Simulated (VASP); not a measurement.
# Te (P3_121) in VASP: single point with PBE

Aim: the single point of Te with PBE.

All numbers are computed with VASP 6.6.1; they aren't measurements. Logs are shortened: lines on timing, memory, paths and dates and some standing lists are left out, and cuts for length are marked.

### 1 The cell of the first run

The structure is trigonal, space group P3_121 (No. 152). Conventional cell: a = 4.600 Å, b = 4.600 Å, c = 6.120 Å, α = 90.00°, β = 90.00°, γ = 120.00°. Within 3.7 Å of Te (site symmetry 2) lie 6 Te at 2.84 to 3.67 Å.

### 2 Single point, PBE (strain +2.9%)

INCAR reads:

```
PREC = Accurate ; ENCUT = 500
EDIFF = 1E-6 ; ISMEAR = -1
SIGMA = 0.02 ; LREAL = F
LASPH = T ; NELM = 120
ALGO = Normal ; ISIF = 2
LWAVE = F ; LCHARG = F
GGA = PE ; NBANDS = 16
GGA_COMPAT = F
```

KPOINTS reads:

```
Automatic mesh
0
Gamma
  6 6 4
```

POSCAR reads:

```
Te
1.0
    4.6000299502      0.0000000000      0.0000000000
   -2.3000149751      3.9837427951      0.0000000000
    0.0000000000      0.0000000000      6.1200709249
Te
3
Direct
    0.2482171720      0.0000000000      0.3333333333
    0.0000000000      0.2482171720      0.6666666667
    0.7517828280      0.7517828280      0.0000000000
```

Potentials or basis: VASP PAW PBE potentials, release 64 (Te).

Command:

```console
cat potpaw_PBE.64/Te/POTCAR > POTCAR
mpirun -np 1 vasp_std > vasp.out
```

OUTCAR:

```text
PREC = Accurate
   ENCUT = 500
   EDIFF = 1E-6
   ISMEAR = -1
   LREAL = F
   LASPH = T
   NELM = 120
   ISIF = 2
   GGA = PE

 ion  position               nearest neighbor table
   1  0.248  0.000  0.333-   3 2.84   2 2.84   3 3.67   3 3.67   2 3.67   2 3.67
   2  0.000  0.248  0.667-   3 2.84   1 2.84   3 3.67   3 3.67   1 3.67   1 3.67
   3  0.752  0.752  0.000-   1 2.84   2 2.84   1 3.67   2 3.67   2 3.67   1 3.67

  LATTYP: Found a hexagonal cell.
 ALAT       =     4.6000299502
 C/A-ratio  =     1.3304415387

  Lattice vectors:

 A1 = (   4.6000299502,   0.0000000000,   0.0000000000)
 A2 = (  -2.3000149751,   3.9837427951,   0.0000000000)
 A3 = (   0.0000000000,   0.0000000000,   6.1200709249)

Analysis of symmetry for initial positions (statically):
=====================================================================
 Subroutine PRICEL returns:
 Original cell was already a primitive cell.

 Routine SETGRP: Setting up the symmetry group for a
 hexagonal supercell.

 Subroutine GETGRP returns: Found  6 space group operations
 (whereof  2 operations were pure point group operations)
 out of a pool of 24 trial point group operations.

The static configuration has the point symmetry C_2 .
 The point group associated with its full space group is D_3 .

Analysis of symmetry for dynamics (positions and initial velocities):
=====================================================================
 Subroutine PRICEL returns:
 Original cell was already a primitive cell.

 Routine SETGRP: Setting up the symmetry group for a
 hexagonal supercell.

 Subroutine GETGRP returns: Found  6 space group operations
 (whereof  2 operations were pure point group operations)
 out of a pool of 24 trial point group operations.

The dynamic configuration has the point symmetry C_2 .
 The point group associated with its full space group is D_3 .

 Subroutine INISYM returns: Found  6 space group operations
 (whereof  2 operations are pure point group operations),
 and found     1 'primitive' translations

----------------------------------------------------------------------------------------

                                     Primitive cell

  volume of cell :     112.1524

  direct lattice vectors                    reciprocal lattice vectors
     4.600029950  0.000000000  0.000000000     0.217389889  0.125510111  0.000000000
    -2.300014975  3.983742795  0.000000000     0.000000000  0.251020222  0.000000000
     0.000000000  0.000000000  6.120070925     0.000000000  0.000000000  0.163396799

  length of vectors
     4.600029950  4.600029950  6.120070925     0.251020222  0.251020222  0.163396799

  position of ions in fractional coordinates (direct lattice)
     0.248217172  0.000000000  0.333333333
     1.000000000  0.248217172  0.666666667
     0.751782828  0.751782828  0.000000000

  ion indices of the primitive-cell ions
   primitive index   ion index
                 1           1
                 2           2
                 3           3

----------------------------------------------------------------------------------------

 KPOINTS: Automatic mesh

Automatic generation of k-mesh.
 Grid dimensions read from file:
 generate k-points for:    6    6    4

 Generating k-lattice:

  Cartesian coordinates                     Fractional coordinates (reciprocal lattice)
     0.036231648  0.020918352  0.000000000     0.166666667  0.000000000  0.000000000
     0.000000000  0.041836704  0.000000000     0.000000000  0.166666667  0.000000000
     0.000000000  0.000000000  0.040849200     0.000000000  0.000000000  0.250000000

  Length of vectors
     0.041836704  0.041836704  0.040849200

  Shift w.r.t. Gamma in fractional coordinates (k-lattice)
     0.000000000  0.000000000  0.000000000

 Subroutine IBZKPT returns following result:
 ===========================================

 Found     24 irreducible k-points:

 Following reciprocal coordinates:
            Coordinates               Weight
  0.000000  0.000000  0.000000      1.000000
  0.166667  0.000000  0.000000      6.000000
  0.333333 -0.000000  0.000000      6.000000
  0.500000  0.000000  0.000000      3.000000
  0.166667  0.166667  0.000000      6.000000
  0.333333  0.166667  0.000000     12.000000
[... 16 lines left out ...]
  0.333333  0.166667  0.500000     12.000000
  0.333333  0.333333  0.500000      2.000000
   k-points           NKPTS =     24   k-points in BZ     NKDIM =     24   number of bands    NBANDS=     16
   number of dos      NEDOS =    301   number of ions     NIONS =      3
   total plane-waves  NPLWV =  62208
   dimension x,y,z NGX =    36 NGY =   36 NGZ =   48
   dimension x,y,z NGXF=    72 NGYF=   72 NGZF=   96
   ions per type =               3
   NGX,Y,Z   is equivalent  to a cutoff of  13.01, 13.01, 13.04 a.u.
   NGXF,Y,Z  is equivalent  to a cutoff of  26.02, 26.02, 26.08 a.u.
 SYSTEM =  unknown system
   PREC   = accura    normal or accurate (medium, high low for compatibility)
   ISTART =      0    job   : 0-new  1-cont  2-samecut
   ICHARG =      2    charge: 1-file 2-atom 10-const
   ISPIN  =      1    spin polarized calculation?
   LNONCOLLINEAR =      F non collinear calculations
   LSORBIT =      F    spin-orbit coupling
   LASPH  =      T    aspherical Exc in radial PAW
   ENCUT  =  500.0 eV  36.75 Ry    6.06 a.u.   8.39  8.39 11.16*2*pi/ulx,y,z
   NELM   =    120;   NELMIN=  2; NELMDL= -5     # of ELM steps
   EDIFF  = 0.1E-05   stopping-criterion for ELM
   LREAL  =      F    real-space projection
   EDIFFG = 0.1E-04   stopping-criterion for IOM
   NSW    =      0    number of steps for IOM
   IBRION =     -1    ionic relax: 0-MD 1-quasi-New 2-CG
   NFREE  =      0    steps in history (QN), initial steepest desc. (CG)
   ISIF   =      2    stress and relaxation
   ISYM   =      2    0-nonsym 1-usesym 2-fastsym
   POTIM  = 0.5000    time-step for ionic-motion
   TEBEG  =    0.0;   TEEND  =   0.0 temperature during run
   PSTRESS=    0.0 pullay stress
   NELECT =      18.0000    total number of electrons
   NUPDOWN=      -1.0000    fix difference up-down
   EMIN   =  10.00;   EMAX   =-10.00  energy-range for DOS
   EFERMI =   0.00;   METHOD = LEGACY
   ISMEAR =    -1;   SIGMA  =   0.02  broadening in eV -4-tet -1-fermi 0-gaus
   EFERMI_NEDOS =   21; number of points for ismear=-14 and -15
   IALGO  =     38    algorithm
   IMIX   =      4    mixing-type and parameters
     AMIX     =   0.40;   BMIX     =  1.00
     AMIX_MAG =   1.60;   BMIX_MAG =  1.00
  volume/ion in A,a.u.               =      37.38       252.28
  Fermi-wavevector in a.u.,A,eV,Ry     =   0.889671  1.681235 10.769213  0.791515
  Thomas-Fermi vector in A             =   2.011262
   LORBIT       =      0    0 simple, 1 ext, 2 COOP (PROOUT), +10 PAW based schemes
   GGA     = PE    functional components
   LHFCALC =     F    Hartree Fock is set to
   AEXX    =    0.0000 exact exchange contribution
   IVDW    =     0    specifies the selected vdW correction
   LEPSILON=     F    determine dielectric tensor
   LRPA    =     F    only Hartree local field effects (RPA)
 non-spin polarized calculation
  energy-cutoff  :      500.00
  volume of cell :      112.15
 maximum number of plane-waves:      2878
 NGX is ok and might be reduce to    36
   NGX = 17   NGY = 17   NGZ = 23

 number of electron      18.0000001 magnetization

 Free energy of the ion-electron system (eV)
  ---------------------------------------------------
  ext. energy  EPLUGINS =         0.00000000
  ---------------------------------------------------
  free energy    TOTEN  =        -9.38492963 eV

  energy without entropy =       -9.38467670  energy(sigma->0) =       -9.38480317

 E-fermi :   4.7610     XC(G=0):  -8.6144

 val. band max:        4.6890922535   @ k =   0.3333   0.3333   0.5000
 cond. band min:       4.8184347207   @ k =   0.3333   0.3333   0.5000
 fundamental gap:      0.1293424672
 Fermi energy:         4.7609744845

 k-point     1 :       0.0000    0.0000    0.0000
  band No.  band energies     occupation
      1      -8.3846      2.00000
      2      -5.3617      2.00000
      3      -5.3617      2.00000
      4       1.9666      2.00000
      5       1.9725      2.00000
      6       1.9725      2.00000
[... 8 lines left out ...]
     15      10.2849      0.00000
     16      11.3427      0.00000

 k-point     2 :       0.1667    0.0000    0.0000
  band No.  band energies     occupation
      1      -8.2444      2.00000
      2      -5.4188      2.00000
      3      -5.3235      2.00000
      4       1.0310      2.00000
      5       1.4807      2.00000
      6       1.9728      2.00000
[... 8 lines left out ...]
     15      10.9803      0.00000
     16      11.2891      0.00000

 k-point     3 :       0.3333   -0.0000    0.0000
  band No.  band energies     occupation
      1      -7.9000      2.00000
      2      -5.6370      2.00000
      3      -5.2405      2.00000
      4       0.3705      2.00000
      5       0.9163      2.00000
      6       1.6679      2.00000
[... 8 lines left out ...]
     15      11.9245      0.00000
     16      12.2772      0.00000

 k-point     4 :       0.5000    0.0000    0.0000
  band No.  band energies     occupation
      1      -7.6710      2.00000
      2      -5.8264      2.00000
      3      -5.1957      2.00000
      4       0.2682      2.00000
      5       0.7200      2.00000
      6       1.7525      2.00000
[... 8 lines left out ...]
     15      13.1498      0.00000
     16      13.2966      0.00000
[... 324 lines left out ...]
 k-point    22 :       0.1667    0.1667    0.5000
  band No.  band energies     occupation
      1      -7.2926      2.00000
      2      -7.2105      2.00000
      3      -4.1910      2.00000
      4       0.3864      2.00000
      5       1.3135      2.00000
      6       1.4127      2.00000
[... 8 lines left out ...]
     15      11.2122      0.00000
     16      11.5654      0.00000

 k-point    23 :       0.3333    0.1667    0.5000
  band No.  band energies     occupation
      1      -7.0909      2.00000
      2      -6.9361      2.00000
      3      -4.6520      2.00000
      4      -0.0959      2.00000
      5       0.7999      2.00000
      6       0.9275      2.00000
[... 8 lines left out ...]
     15      11.6203      0.00000
     16      12.2381      0.00000

 k-point    24 :       0.3333    0.3333    0.5000
  band No.  band energies     occupation
      1      -6.9285      2.00000
      2      -6.9285      2.00000
      3      -4.7815      2.00000
      4       0.0029      2.00000
      5       0.4057      2.00000
      6       0.4057      2.00000
[... 8 lines left out ...]
     15      11.4194      0.00000
     16      11.7217      0.00000

------------------------ aborting loop because EDIFF is reached ----------------------------------------

  FORCE on cell =-STRESS in cart. coord.  units (eV):
  Direction    XX          YY          ZZ          XY          YZ          ZX
  --------------------------------------------------------------------------------------
  -------------------------------------------------------------------------------------
  Total       -0.0278639     -0.0278639     -0.7474236      0.0000000      0.0000000      0.0000000
  in kB       -0.3980563     -0.3980563    -10.6774850      0.0000000      0.0000000      0.0000000
  external PRESSURE =      -3.8245325 kB  Pullay stress =       0.0000000 kB

 VOLUME and BASIS-vectors are now :
 -----------------------------------------------------------------------------
  energy-cutoff  :      500.00
  volume of cell :      112.15
      direct lattice vectors                 reciprocal lattice vectors
     4.600029950  0.000000000  0.000000000     0.217389889  0.125510111  0.000000000
    -2.300014975  3.983742795  0.000000000     0.000000000  0.251020222  0.000000000
     0.000000000  0.000000000  6.120070925     0.000000000  0.000000000  0.163396799

 POSITION                                       TOTAL-FORCE (eV/Angst)
 -----------------------------------------------------------------------------------
      1.14181      0.00000      2.04002         0.228406     -0.000000      0.000000
     -0.57090      0.98883      4.08005        -0.114203      0.197805     -0.000000
      1.72911      2.99491      0.00000        -0.114203     -0.197805      0.000000
 -----------------------------------------------------------------------------------
    total drift:                               -0.000000     -0.000000      0.000000

  FREE ENERGIE OF THE ION-ELECTRON SYSTEM (eV)
  ---------------------------------------------------
  free  energy   TOTEN  =        -9.3849296312 eV

  energy  without entropy=       -9.3846766996  energy(sigma->0) =       -9.38480317
```

It took 26 s on 1 thread of Intel Xeon Platinum 8259CL at 2.50GHz (Skylake/Cascade Lake), shared host; peak memory 0.23 GiB.

What came out:

* Free energy: -9.3849 eV
* Pressure: -0.4 GPa
* Largest force: 0.228 eV/Å
* Band gap on the k mesh: 0.13 eV, direct

Forces on the atoms (eV/Å):
```
Te   0.228  0.000  0.000
Te  -0.114  0.198  0.000
Te  -0.114 -0.198  0.000
```

Caveat: the cell differs from its parent crystal (strain +2.9%); spin-orbit coupling is left out, which moves the levels of the heavy elements. A k mesh can miss the band edges.
